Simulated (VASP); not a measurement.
# Zr3O (P6_322) in VASP: a series of runs

Zr3O is run at these levels: r2SCAN; tasks: single point.

Everything below comes from runs of VASP 6.6.1. Logs are shortened: lines on timing, memory, paths and dates and some standing lists are left out, and cuts for length are marked.

## Step 1: The cell of the first run

Symmetry: P6_322, No. 182, hexagonal system. The conventional cell has a = 5.726 Å, b = 5.726 Å, c = 5.269 Å, α = 90.00°, β = 90.00°, γ = 120.00°. Zr (site symmetry 2) has 2 O at 2.30 Å within 3.0 Å. O (site symmetry 32) has 6 Zr at 2.30 Å within 3.0 Å.

## Step 2: Single point, r2SCAN

POSCAR

```
Zr3O
1.0
    5.7260902445      0.0000000000      0.0000000000
   -2.8630451223      4.9589396161      0.0000000000
    0.0000000000      0.0000000000      5.2685704800
Zr O
6 2
Direct
    0.3424601816      0.0000000000      0.0000000000
    0.3424601816      0.3424601816      0.5000000000
    0.0000000000      0.3424601816      0.0000000000
    0.6575398184      0.0000000000      0.5000000000
    0.6575398184      0.6575398184      0.0000000000
    0.0000000000      0.6575398184      0.5000000000
    0.3333333333      0.6666666667      0.2500000000
    0.6666666667      0.3333333333      0.7500000000
```

INCAR.step1

```
SYSTEM = Zr3O
  PREC = Accurate
  ENCUT = 520
  ISMEAR = -1
  SIGMA = 0.1
  LREAL = .False.
  LASPH = .True.
  NELM = 100
  NBANDS = 52
  GGA = PE
  ALGO = Normal
  EDIFF = 1E-4
  LWAVE = .True.
  LCHARG = .False.
```

INCAR.step2

```
SYSTEM = Zr3O
  PREC = Accurate
  ENCUT = 520
  EDIFF = 1E-6
  ISMEAR = -1
  SIGMA = 0.1
  LREAL = .False.
  LASPH = .True.
  NELM = 100
  ALGO = Normal
  ISIF = 2
  LWAVE = .False.
  LCHARG = .False.
  METAGGA = R2SCAN
  LMIXTAU = .True.
  NBANDS = 52
  ISTART = 1
```

KPOINTS

```
Automatic mesh
0
Gamma
  7 7 7
  0 0 0
```

Potentials or basis: VASP PAW PBE potentials, release 64 (Zr_sv, O).

Launch:

```bash
$ cat potpaw_PBE.64/Zr_sv/POTCAR potpaw_PBE.64/O/POTCAR > POTCAR
$ cp INCAR.step1 INCAR
$ mpirun -np 1 vasp_std > vasp.out
$ cp INCAR.step2 INCAR
$ mpirun -np 1 vasp_std > vasp.out
```

OUTCAR:

```text
SYSTEM = Zr3O
   PREC = Accurate
   ENCUT = 520
   EDIFF = 1E-6
   ISMEAR = -1
   LREAL = .False.
   LASPH = .True.
   NELM = 100
   ISIF = 2
   METAGGA = R2SCAN
   ISTART = 1

 ion  position               nearest neighbor table
   1  0.342  0.000  0.000-   7 2.30   8 2.30   4 3.19   4 3.19   3 3.26   3 3.26   5 3.26   5 3.26
                             6 3.28   6 3.28   2 3.28   2 3.28   5 3.40   3 3.40
   2  0.342  0.342  0.500-   8 2.30   7 2.30   5 3.19   5 3.19   6 3.26   4 3.26   6 3.26   4 3.26
                             3 3.28   3 3.28   1 3.28   1 3.28   4 3.40   6 3.40
   3  0.000  0.342  0.000-   8 2.30   7 2.30   6 3.19   6 3.19   1 3.26   5 3.26   1 3.26   5 3.26
                             4 3.28   4 3.28   2 3.28   2 3.28   5 3.40   1 3.40
   4  0.658  0.000  0.500-   8 2.30   7 2.30   1 3.19   1 3.19   6 3.26   6 3.26   2 3.26   2 3.26
                             3 3.28   3 3.28   5 3.28   5 3.28   2 3.40   6 3.40
   5  0.658  0.658  0.000-   7 2.30   8 2.30   2 3.19   2 3.19   3 3.26   1 3.26   3 3.26   1 3.26
                             6 3.28   6 3.28   4 3.28   4 3.28   1 3.40   3 3.40
   6  0.000  0.658  0.500-   7 2.30   8 2.30   3 3.19   3 3.19   4 3.26   2 3.26   4 3.26   2 3.26
                             1 3.28   1 3.28   5 3.28   5 3.28   2 3.40   4 3.40
   7  0.333  0.667  0.250-   6 2.30   1 2.30   3 2.30   4 2.30   5 2.30   2 2.30
   8  0.667  0.333  0.750-   3 2.30   4 2.30   6 2.30   1 2.30   2 2.30   5 2.30

  LATTYP: Found a hexagonal cell.
 ALAT       =     5.7260902445
 C/A-ratio  =     0.9200990999

  Lattice vectors:

 A1 = (   5.7260902445,   0.0000000000,   0.0000000000)
 A2 = (  -2.8630451223,   4.9589396161,   0.0000000000)
 A3 = (   0.0000000000,   0.0000000000,   5.2685704800)

Analysis of symmetry for initial positions (statically):
=====================================================================
 Subroutine PRICEL returns:
 Original cell was already a primitive cell.

 Routine SETGRP: Setting up the symmetry group for a
 hexagonal supercell.

 Subroutine GETGRP returns: Found 12 space group operations
 (whereof  6 operations were pure point group operations)
 out of a pool of 24 trial point group operations.

The static configuration has the point symmetry D_3 .
 The point group associated with its full space group is D_6 .

Analysis of symmetry for dynamics (positions and initial velocities):
=====================================================================
 Subroutine PRICEL returns:
 Original cell was already a primitive cell.

 Routine SETGRP: Setting up the symmetry group for a
 hexagonal supercell.

 Subroutine GETGRP returns: Found 12 space group operations
 (whereof  6 operations were pure point group operations)
 out of a pool of 24 trial point group operations.

The dynamic configuration has the point symmetry D_3 .
 The point group associated with its full space group is D_6 .

 Subroutine INISYM returns: Found 12 space group operations
 (whereof  6 operations are pure point group operations),
 and found     1 'primitive' translations

----------------------------------------------------------------------------------------

                                     Primitive cell

  volume of cell :     149.6028

  direct lattice vectors                    reciprocal lattice vectors
     5.726090244  0.000000000  0.000000000     0.174639232  0.100828007  0.000000000
    -2.863045122  4.958939616  0.000000000     0.000000000  0.201656015  0.000000000
     0.000000000  0.000000000  5.268570480     0.000000000  0.000000000  0.189804806

  length of vectors
     5.726090244  5.726090245  5.268570480     0.201656015  0.201656015  0.189804806

  position of ions in fractional coordinates (direct lattice)
     0.342460182  0.000000000  0.000000000
     0.342460182  0.342460182  0.500000000
     0.000000000  0.342460182  0.000000000
     0.657539818  0.000000000  0.500000000
     0.657539818  0.657539818  0.000000000
     0.000000000  0.657539818  0.500000000
     0.333333333  0.666666667  0.250000000
     0.666666667  0.333333333  0.750000000

  ion indices of the primitive-cell ions
   primitive index   ion index
                 1           1
                 2           2
                 3           3
                 4           4
                 5           5
                 6           6
                 7           7
                 8           8

----------------------------------------------------------------------------------------

 KPOINTS: Automatic mesh

Automatic generation of k-mesh.
 Grid dimensions read from file:
 generate k-points for:    7    7    7

 Generating k-lattice:

  Cartesian coordinates                     Fractional coordinates (reciprocal lattice)
     0.024948462  0.014404001  0.000000000     0.142857143  0.000000000  0.000000000
     0.000000000  0.028808002  0.000000000     0.000000000  0.142857143  0.000000000
     0.000000000  0.000000000  0.027114972     0.000000000  0.000000000  0.142857143

  Length of vectors
     0.028808002  0.028808002  0.027114972

  Shift w.r.t. Gamma in fractional coordinates (k-lattice)
     0.000000000  0.000000000  0.000000000

 Subroutine IBZKPT returns following result:
 ===========================================

 Found     32 irreducible k-points:

 Following reciprocal coordinates:
            Coordinates               Weight
  0.000000  0.000000  0.000000      1.000000
  0.142857 -0.000000  0.000000      6.000000
  0.285714 -0.000000  0.000000      6.000000
  0.428571 -0.000000  0.000000      6.000000
  0.142857  0.142857  0.000000      6.000000
  0.285714  0.142857  0.000000     12.000000
[... 16 lines left out ...]
  0.428571  0.142857  0.285714     12.000000
  0.285714  0.285714  0.285714     12.000000
 [... further k-points ...]
   k-points           NKPTS =     32   k-points in BZ     NKDIM =     32   number of bands    NBANDS=     52
   number of dos      NEDOS =    301   number of ions     NIONS =      8
   total plane-waves  NPLWV =  92160
   dimension x,y,z NGX =    48 NGY =   48 NGZ =   40
   dimension x,y,z NGXF=    96 NGYF=   96 NGZF=   80
   ions per type =               6   2
   NGX,Y,Z   is equivalent  to a cutoff of  13.94, 13.94, 12.62 a.u.
   NGXF,Y,Z  is equivalent  to a cutoff of  27.87, 27.87, 25.24 a.u.
 SYSTEM =  Zr3O
   PREC   = accura    normal or accurate (medium, high low for compatibility)
   ISTART =      1    job   : 0-new  1-cont  2-samecut
   ICHARG =      0    charge: 1-file 2-atom 10-const
   ISPIN  =      1    spin polarized calculation?
   LNONCOLLINEAR =      F non collinear calculations
   LSORBIT =      F    spin-orbit coupling
   LASPH  =      T    aspherical Exc in radial PAW
   ENCUT  =  520.0 eV  38.22 Ry    6.18 a.u.  10.65 10.65  9.80*2*pi/ulx,y,z
   NELM   =    100;   NELMIN=  2; NELMDL=  0     # of ELM steps
   EDIFF  = 0.1E-05   stopping-criterion for ELM
   LREAL  =      F    real-space projection
   EDIFFG = 0.1E-04   stopping-criterion for IOM
   NSW    =      0    number of steps for IOM
   IBRION =     -1    ionic relax: 0-MD 1-quasi-New 2-CG
   NFREE  =      0    steps in history (QN), initial steepest desc. (CG)
   ISIF   =      2    stress and relaxation
   ISYM   =      2    0-nonsym 1-usesym 2-fastsym
   POTIM  = 0.5000    time-step for ionic-motion
   TEBEG  =    0.0;   TEEND  =   0.0 temperature during run
   PSTRESS=    0.0 pullay stress
   NELECT =      84.0000    total number of electrons
   NUPDOWN=      -1.0000    fix difference up-down
   EMIN   =  10.00;   EMAX   =-10.00  energy-range for DOS
   EFERMI =   0.00;   METHOD = LEGACY
   ISMEAR =    -1;   SIGMA  =   0.10  broadening in eV -4-tet -1-fermi 0-gaus
   EFERMI_NEDOS =   21; number of points for ismear=-14 and -15
   IALGO  =     38    algorithm
   IMIX   =      4    mixing-type and parameters
     AMIX     =   0.40;   BMIX     =  1.00
     AMIX_MAG =   1.60;   BMIX_MAG =  1.00
  volume/ion in A,a.u.               =      18.70       126.20
  Fermi-wavevector in a.u.,A,eV,Ry     =   1.350583  2.552232 24.818045  1.824075
  Thomas-Fermi vector in A             =   2.478076
   LORBIT       =      0    0 simple, 1 ext, 2 COOP (PROOUT), +10 PAW based schemes
   METAGGA = R2SCAN    functional components
   LHFCALC =     F    Hartree Fock is set to
   AEXX    =    0.0000 exact exchange contribution
   IVDW    =     0    specifies the selected vdW correction
   LEPSILON=     F    determine dielectric tensor
   LRPA    =     F    only Hartree local field effects (RPA)
 non-spin polarized calculation
  energy-cutoff  :      520.00
  volume of cell :      149.60
 maximum number of plane-waves:      4087
 NGX is ok and might be reduce to    48
   NGX = 21   NGY = 21   NGZ = 19

 number of electron      83.9999995 magnetization

 Free energy of the ion-electron system (eV)
  ---------------------------------------------------
  ext. energy  EPLUGINS =         0.00000000
  ---------------------------------------------------
  free energy    TOTEN  =      -160.72355914 eV

  energy without entropy =     -160.54525119  energy(sigma->0) =     -160.63440517

 E-fermi :   9.1608     XC(G=0): -12.1068

 val. band max:        9.1594664199   @ k =   0.2857  -0.0000   0.1429
 cond. band min:       9.1701170880   @ k =   0.1429   0.1429   0.2857
 fundamental gap:      0.0106506681
 Fermi energy:         9.1607873133

 k-point     1 :       0.0000    0.0000    0.0000
  band No.  band energies     occupation
      1     -41.6259      2.00000
      2     -41.4937      2.00000
      3     -41.4856      2.00000
      4     -41.4856      2.00000
      5     -41.4695      2.00000
      6     -41.4695      2.00000
[... 44 lines left out ...]
     51      11.8120      0.00000
     52      11.8853      0.00000

 k-point     2 :       0.1429   -0.0000    0.0000
  band No.  band energies     occupation
      1     -41.6193      2.00000
      2     -41.4950      2.00000
      3     -41.4923      2.00000
      4     -41.4905      2.00000
      5     -41.4668      2.00000
      6     -41.4660      2.00000
[... 1202 lines left out ...]
 k-point    24 :       0.2857    0.2857    0.2857
  band No.  band energies     occupation
      1     -41.5461      2.00000
      2     -41.5268      2.00000
      3     -41.5137      2.00000
      4     -41.4893      2.00000
      5     -41.4810      2.00000
      6     -41.4742      2.00000
[... 44 lines left out ...]
     51      12.1195      0.00000
     52      12.3447      0.00000

 [... further k-points ...]

------------------------ aborting loop because EDIFF is reached ----------------------------------------

  FORCE on cell =-STRESS in cart. coord.  units (eV):
  Direction    XX          YY          ZZ          XY          YZ          ZX
  --------------------------------------------------------------------------------------
  -------------------------------------------------------------------------------------
  Total       -4.6425029     -4.6425029     -4.7212177      0.0000000      0.0000000      0.0000000
  in kB      -49.7190658    -49.7190658    -50.5620657      0.0000000      0.0000000      0.0000000
  external PRESSURE =     -50.0000658 kB  Pullay stress =       0.0000000 kB

 VOLUME and BASIS-vectors are now :
 -----------------------------------------------------------------------------
  energy-cutoff  :      520.00
  volume of cell :      149.60
      direct lattice vectors                 reciprocal lattice vectors
     5.726090244  0.000000000  0.000000000     0.174639232  0.100828007  0.000000000
    -2.863045122  4.958939616  0.000000000     0.000000000  0.201656015  0.000000000
     0.000000000  0.000000000  5.268570480     0.000000000  0.000000000  0.189804806

 POSITION                                       TOTAL-FORCE (eV/Angst)
 -----------------------------------------------------------------------------------
      1.96096      0.00000      0.00000        -0.020899      0.000000     -0.000000
      0.98048      1.69824      2.63429        -0.010449     -0.018099      0.000000
     -0.98048      1.69824      0.00000         0.010449     -0.018099      0.000000
      3.76513      0.00000      2.63429         0.020899      0.000000      0.000000
      1.88257      3.26070      0.00000         0.010449      0.018099     -0.000000
     -1.88257      3.26070      2.63429        -0.010449      0.018099      0.000000
     -0.00000      3.30596      1.31714        -0.000000     -0.000000     -0.000000
      2.86305      1.65298      3.95143        -0.000000      0.000000     -0.000000
 -----------------------------------------------------------------------------------
    total drift:                                0.000001     -0.000001      0.000000

  FREE ENERGIE OF THE ION-ELECTRON SYSTEM (eV)
  ---------------------------------------------------
  free  energy   TOTEN  =      -160.7235591437 eV

  energy  without entropy=     -160.5452511899  energy(sigma->0) =     -160.63440517
```

Run time: 10 min. Hardware: 1 thread of Intel Xeon Platinum 8488C (Sapphire Rapids), shared host; peak memory 0.43 GiB.

Results:

```
Free energy            : -160.7236 eV
Pressure               : -5.0 GPa
Largest force          : 0.021 eV/Å
Band gap on the k mesh : zero (bands 42 and 43 overlap by 0.77 eV)
```

Forces on the atoms (eV/Å):
```
Zr  -0.021  0.000  0.000
Zr  -0.010 -0.018  0.000
Zr   0.010 -0.018  0.000
Zr   0.021  0.000  0.000
Zr   0.010  0.018  0.000
Zr  -0.010  0.018  0.000
O    0.000  0.000  0.000
O    0.000  0.000  0.000
```

Levels at points of the mesh, in eV from the Fermi level:
| k point | band 40 | band 41 | band 42 | band 43 | band 44 | band 45 |
| --- | --- | --- | --- | --- | --- | --- |
| (0.00, 0.00, 0.00) | -1.12 | -0.05 | 0.68 | 0.68 | 0.85 | 0.86 |

Caveat: the cell stands under tension; the PAW data sets were made with another functional, which shifts forces and pressure a little.

(Part 1 of 3 ends here.)
